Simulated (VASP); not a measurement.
# WSe2 in VASP: single point with PBEsol

Aim: the single point of WSe2 with PBEsol.

All numbers are computed with VASP 6.6.1; they aren't measurements. Logs are shortened: lines on timing, memory, paths and dates and some standing lists are left out, and cuts for length are marked.

### 1 The cell of the first run

The cell holds a slab with vacuum, 3 atoms: a = 3.270 Å, b = 3.270 Å, c = 16.661 Å, α = 90.00°, β = 90.00°, γ = 120.00°.

### 2 Single point, PBEsol (atom 2 (Se) moved +0.100 Å towards its neighbour atom 1 (W) at 2.523 Å)

INCAR reads:

```
PREC = Accurate
ENCUT = 520
EDIFF = 1E-6
ISMEAR = 0
SIGMA = 0.05
LREAL = False
LASPH = True
NELM = 60
ALGO = Normal
ISIF = 2
LWAVE = False
LCHARG = True
GGA = PS
LELF = True
LVHAR = True
NBANDS = 20
```

KPOINTS reads:

```
Automatic mesh
0
Gamma
  12 12 2
```

POSCAR reads:

```
WSe2
1.0
    3.2702526784      0.0000000000      0.0000000000
   -1.6351263392      2.8321218963      0.0000000000
    0.0000000000      0.0000000000     16.6612169706
W Se
1 2
Direct
    0.0000000000      0.0000000000      0.0000000000
    0.3201189480      0.6402378959      0.0964191281
    0.3333333333      0.6666666667      0.8996007279
```

Potentials or basis: VASP PAW PBE potentials, release 64 (W_sv, Se).

The run is started by

```bash
cat potpaw_PBE.64/W_sv/POTCAR potpaw_PBE.64/Se/POTCAR > POTCAR
mpirun -np 1 vasp_std > vasp.out
```

OUTCAR:

```text
PREC = Accurate
   ENCUT = 520
   EDIFF = 1E-6
   ISMEAR = 0
   LREAL = False
   LASPH = True
   NELM = 60
   ISIF = 2
   GGA = PS

 ion  position               nearest neighbor table
   1  0.000  0.000  0.000-   2 2.42   2 2.51   2 2.51   3 2.52   3 2.52   3 2.52
   2  0.320  0.640  0.096-   1 2.42   1 2.51   1 2.51
   3  0.333  0.667  0.900-   1 2.52   1 2.52   1 2.52

  LATTYP: Found a hexagonal cell.
 ALAT       =     3.2702526784
 C/A-ratio  =     5.0947797033

  Lattice vectors:

 A1 = (   3.2702526784,   0.0000000000,   0.0000000000)
 A2 = (  -1.6351263392,   2.8321218963,   0.0000000000)
 A3 = (   0.0000000000,   0.0000000000,  16.6612169706)

Analysis of symmetry for initial positions (statically):
=====================================================================
 Subroutine PRICEL returns:
 Original cell was already a primitive cell.

 Routine SETGRP: Setting up the symmetry group for a
 hexagonal supercell.

 Subroutine GETGRP returns: Found  2 space group operations
 (whereof  2 operations were pure point group operations)
 out of a pool of 24 trial point group operations.

The static configuration has the point symmetry C_1h.

Analysis of symmetry for dynamics (positions and initial velocities):
=====================================================================
 Subroutine PRICEL returns:
 Original cell was already a primitive cell.

 Routine SETGRP: Setting up the symmetry group for a
 hexagonal supercell.

 Subroutine GETGRP returns: Found  2 space group operations
 (whereof  2 operations were pure point group operations)
 out of a pool of 24 trial point group operations.

The dynamic configuration has the point symmetry C_1h.

 Subroutine INISYM returns: Found  2 space group operations
 (whereof  2 operations are pure point group operations),
 and found     1 'primitive' translations

----------------------------------------------------------------------------------------

                                     Primitive cell

  volume of cell :     154.3121

  direct lattice vectors                    reciprocal lattice vectors
     3.270252678  0.000000000  0.000000000     0.305786769  0.176546073  0.000000000
    -1.635126339  2.832121896  0.000000000     0.000000000  0.353092147  0.000000000
     0.000000000  0.000000000 16.661216971     0.000000000  0.000000000  0.060019625

  length of vectors
     3.270252678  3.270252678 16.661216971     0.353092147  0.353092147  0.060019625

  position of ions in fractional coordinates (direct lattice)
     0.000000000  0.000000000  0.000000000
     0.320118948  0.640237896  0.096419128
     0.333333333  0.666666667  0.899600728

  ion indices of the primitive-cell ions
   primitive index   ion index
                 1           1
                 2           2
                 3           3

----------------------------------------------------------------------------------------

 KPOINTS: Automatic mesh

Automatic generation of k-mesh.
 Grid dimensions read from file:
 generate k-points for:   12   12    2

 Generating k-lattice:

  Cartesian coordinates                     Fractional coordinates (reciprocal lattice)
     0.025482231  0.014712173  0.000000000     0.083333333  0.000000000  0.000000000
     0.000000000  0.029424346  0.000000000     0.000000000  0.083333333  0.000000000
     0.000000000  0.000000000  0.030009813     0.000000000  0.000000000  0.500000000

  Length of vectors
     0.029424346  0.029424346  0.030009813

  Shift w.r.t. Gamma in fractional coordinates (k-lattice)
     0.000000000  0.000000000  0.000000000

 Subroutine IBZKPT returns following result:
 ===========================================

 Found     86 irreducible k-points:

 Following reciprocal coordinates:
            Coordinates               Weight
  0.000000  0.000000  0.000000      1.000000
  0.083333  0.000000  0.000000      4.000000
  0.000000  0.083333  0.000000      2.000000
  0.166667  0.000000  0.000000      4.000000
  0.000000  0.166667  0.000000      2.000000
  0.250000 -0.000000  0.000000      4.000000
[... 16 lines left out ...]
 -0.083333  0.416667  0.000000      4.000000
 -0.416667  0.333333  0.000000      4.000000
 [... further k-points ...]
   k-points           NKPTS =     86   k-points in BZ     NKDIM =     86   number of bands    NBANDS=     20
   number of dos      NEDOS =    301   number of ions     NIONS =      3
   total plane-waves  NPLWV =  72576
   dimension x,y,z NGX =    24 NGY =   24 NGZ =  126
   dimension x,y,z NGXF=    48 NGYF=   48 NGZF=  252
   ions per type =               1   2
   NGX,Y,Z   is equivalent  to a cutoff of  12.20, 12.20, 12.57 a.u.
   NGXF,Y,Z  is equivalent  to a cutoff of  24.40, 24.40, 25.14 a.u.
 SYSTEM =  unknown system
   PREC   = accura    normal or accurate (medium, high low for compatibility)
   ISTART =      0    job   : 0-new  1-cont  2-samecut
   ICHARG =      2    charge: 1-file 2-atom 10-const
   ISPIN  =      1    spin polarized calculation?
   LNONCOLLINEAR =      F non collinear calculations
   LSORBIT =      F    spin-orbit coupling
   LASPH  =      T    aspherical Exc in radial PAW
   ENCUT  =  520.0 eV  38.22 Ry    6.18 a.u.   6.08  6.08 30.98*2*pi/ulx,y,z
   NELM   =     60;   NELMIN=  2; NELMDL= -5     # of ELM steps
   EDIFF  = 0.1E-05   stopping-criterion for ELM
   LREAL  =      F    real-space projection
   EDIFFG = 0.1E-04   stopping-criterion for IOM
   NSW    =      0    number of steps for IOM
   IBRION =     -1    ionic relax: 0-MD 1-quasi-New 2-CG
   NFREE  =      0    steps in history (QN), initial steepest desc. (CG)
   ISIF   =      2    stress and relaxation
   ISYM   =      2    0-nonsym 1-usesym 2-fastsym
   POTIM  = 0.5000    time-step for ionic-motion
   TEBEG  =    0.0;   TEEND  =   0.0 temperature during run
   PSTRESS=    0.0 pullay stress
   NELECT =      26.0000    total number of electrons
   NUPDOWN=      -1.0000    fix difference up-down
   EMIN   =  10.00;   EMAX   =-10.00  energy-range for DOS
   EFERMI =   0.00;   METHOD = LEGACY
   ISMEAR =     0;   SIGMA  =   0.05  broadening in eV -4-tet -1-fermi 0-gaus
   EFERMI_NEDOS =   21; number of points for ismear=-14 and -15
   IALGO  =     38    algorithm
   IMIX   =      4    mixing-type and parameters
     AMIX     =   0.40;   BMIX     =  1.00
     AMIX_MAG =   1.60;   BMIX_MAG =  1.00
  volume/ion in A,a.u.               =      51.44       347.12
  Fermi-wavevector in a.u.,A,eV,Ry     =   0.904203  1.708696 11.123894  0.817583
  Thomas-Fermi vector in A             =   2.027621
   LORBIT       =      0    0 simple, 1 ext, 2 COOP (PROOUT), +10 PAW based schemes
   GGA     = PS    functional components
   LHFCALC =     F    Hartree Fock is set to
   AEXX    =    0.0000 exact exchange contribution
   IVDW    =     0    specifies the selected vdW correction
   LEPSILON=     F    determine dielectric tensor
   LRPA    =     F    only Hartree local field effects (RPA)
 non-spin polarized calculation
 Gauss-broadening in eV      SIGMA  =   0.05
  energy-cutoff  :      520.00
  volume of cell :      154.31
 maximum number of plane-waves:      4212
   NGX = 13   NGY = 13   NGZ = 61

 number of electron      25.9999998 magnetization

 Free energy of the ion-electron system (eV)
  ---------------------------------------------------
  ext. energy  EPLUGINS =         0.00000000
  ---------------------------------------------------
  free energy    TOTEN  =       -23.16159379 eV

  energy without entropy =      -23.16159379  energy(sigma->0) =      -23.16159379

 E-fermi :  -0.5861     XC(G=0):  -4.8187

 val. band max:       -0.8732195192   @ k =   0.3333   0.3333   0.0000
 cond. band min:       0.7381493658   @ k =   0.3333   0.3333   0.5000
 fundamental gap:      1.6113688850
 Fermi energy:        -0.5860844206

 k-point     1 :       0.0000    0.0000    0.0000
  band No.  band energies     occupation
      1     -74.7560      2.00000
      2     -39.0389      2.00000
      3     -38.9035      2.00000
      4     -38.8896      2.00000
      5     -15.8663      2.00000
      6     -14.4443      2.00000
[... 12 lines left out ...]
     19       4.2096      0.00000
     20       4.4621      0.00000

 k-point     2 :       0.0833    0.0000    0.0000
  band No.  band energies     occupation
      1     -74.7552      2.00000
      2     -39.0356      2.00000
      3     -38.9142      2.00000
      4     -38.9004      2.00000
      5     -15.7572      2.00000
      6     -14.3919      2.00000
[... 12 lines left out ...]
     19       4.3499      0.00000
     20       4.8661      0.00000

 k-point     3 :       0.0000    0.0833    0.0000
  band No.  band energies     occupation
      1     -74.7552      2.00000
      2     -39.0355      2.00000
      3     -38.9212      2.00000
      4     -38.8937      2.00000
      5     -15.7554      2.00000
      6     -14.3942      2.00000
[... 12 lines left out ...]
     19       4.3536      0.00000
     20       4.8526      0.00000

 k-point     4 :       0.1667    0.0000    0.0000
  band No.  band energies     occupation
      1     -74.7531      2.00000
      2     -39.0264      2.00000
      3     -38.9588      2.00000
      4     -38.9142      2.00000
      5     -15.4447      2.00000
      6     -14.2419      2.00000
[... 12 lines left out ...]
     19       4.7416      0.00000
     20       5.5602      0.00000

 k-point     5 :       0.0000    0.1667    0.0000
  band No.  band energies     occupation
      1     -74.7531      2.00000
      2     -39.0262      2.00000
      3     -38.9690      2.00000
      4     -38.9048      2.00000
      5     -15.4377      2.00000
      6     -14.2511      2.00000
[... 12 lines left out ...]
     19       4.7504      0.00000
     20       5.5545      0.00000
[... 353 lines left out ...]
      6     -13.8567      2.00000
[... 12 lines left out ...]
     19       5.7629      0.00000
     20       6.2934      0.00000

 k-point    22 :       0.3333    0.0833    0.0000
  band No.  band energies     occupation
      1     -74.7459      2.00000
      2     -39.1111      2.00000
      3     -38.9943      2.00000
      4     -38.9590      2.00000
      5     -14.1319      2.00000
      6     -13.6294      2.00000
[... 12 lines left out ...]
     19       6.0880      0.00000
     20       6.3679      0.00000

 k-point    23 :      -0.0833    0.4167    0.0000
  band No.  band energies     occupation
      1     -74.7458      2.00000
      2     -39.1220      2.00000
      3     -38.9931      2.00000
      4     -38.9508      2.00000
      5     -14.1034      2.00000
      6     -13.6631      2.00000
[... 12 lines left out ...]
     19       6.1024      0.00000
     20       6.3780      0.00000

 k-point    24 :      -0.4167    0.3333    0.0000
  band No.  band energies     occupation
      1     -74.7459      2.00000
      2     -39.1075      2.00000
      3     -38.9948      2.00000
      4     -38.9618      2.00000
      5     -14.1378      2.00000
      6     -13.6201      2.00000
[... 12 lines left out ...]
     19       6.0795      0.00000
     20       6.3965      0.00000

 [... further k-points ...]

------------------------ aborting loop because EDIFF is reached ----------------------------------------

  FORCE on cell =-STRESS in cart. coord.  units (eV):
  Direction    XX          YY          ZZ          XY          YZ          ZX
  --------------------------------------------------------------------------------------
  -------------------------------------------------------------------------------------
  Total        0.6047299      1.4219168      2.3923591      0.0000000      1.3256501      0.0000000
  in kB        6.2787340     14.7633457     24.8391646      0.0000000     13.7638369      0.0000000
  external PRESSURE =      15.2937481 kB  Pullay stress =       0.0000000 kB

 VOLUME and BASIS-vectors are now :
 -----------------------------------------------------------------------------
  energy-cutoff  :      520.00
  volume of cell :      154.31
      direct lattice vectors                 reciprocal lattice vectors
     3.270252678  0.000000000  0.000000000     0.305786769  0.176546073  0.000000000
    -1.635126339  2.832121896  0.000000000     0.000000000  0.353092147  0.000000000
     0.000000000  0.000000000 16.661216971     0.000000000  0.000000000  0.060019625

 POSITION                                       TOTAL-FORCE (eV/Angst)
 -----------------------------------------------------------------------------------
      0.00000      0.00000      0.00000        -0.000000     -0.870490     -1.143909
      0.00000      1.81323      1.60646         0.000000      0.848295      1.316582
     -0.00000      1.88808     14.98844         0.000000      0.022195     -0.172674
 -----------------------------------------------------------------------------------
    total drift:                                0.000000     -0.000020      0.000058

  FREE ENERGIE OF THE ION-ELECTRON SYSTEM (eV)
  ---------------------------------------------------
  free  energy   TOTEN  =       -23.1615937856 eV

  energy  without entropy=      -23.1615937856  energy(sigma->0) =      -23.16159379
```

It used 860 s of CPU time on 1 thread of AMD EPYC 7R13 Processor (Zen 3), on a shared host.

What came out:

```yaml
Free_energy: -23.1616 eV
Largest_force: 1.566 eV/Å
Band_gap_on_the_k_mesh: 1.61 eV, direct
```

Forces in eV/Å, atoms in the order of the input:
```
W    0.000 -0.870 -1.144
Se   0.000  0.848  1.317
Se   0.000  0.022 -0.173
```

Caveat: the cell differs from its parent crystal (atom 2 (Se) moved +0.100 Å towards its neighbour atom 1 (W) at 2.523 Å); the PAW data sets were made with another functional, which shifts forces and pressure a little; spin-orbit coupling is left out, which moves the levels of the heavy elements.
